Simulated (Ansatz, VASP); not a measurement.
# Si3C in VASP and in Ansatz

```
Si C
1.0
     2.78939    0.00000    0.00000
     0.00000    2.78939    0.00000
     0.00000    0.00000    5.97483
Si C
3 1
Direct
  0.00000 0.00000 0.69683
  0.50000 0.50000 0.00000
  0.00000 0.00000 0.30317
  0.50000 0.50000 0.50000
```

Alike in both runs: functional PBE; k mesh 6 × 6 × 4; occupations gaussian, width 0.1 eV; no spin polarisation.

Ansatz relaxed the structure, and its values are those at the end. VASP's run is a single point on that final structure, the one shown.

|  | VASP | Ansatz |
| --- | --- | --- |
| version | VASP 6.6.1 | Ansatz 0.2.0 |
| potentials or method | VASP PAW PBE potentials, release 64 (Si, C), cutoff 520 eV | scalar-relativistic, plane waves, PAW |
| valence electrons in the cell | 16 | 16 |

```tsv
	VASP	Ansatz	Ansatz less VASP
gap on the k mesh at the Fermi level (eV)	none	none	-
pressure (GPa)	0.0	0.0	0.00
rms of the force components (eV/Å)	0.002	0.004	+0.0023
```

A gap of «none» marks a metal or a gap that the smearing closes.

The k mesh is coarse, so the values compare programs but aren't converged.
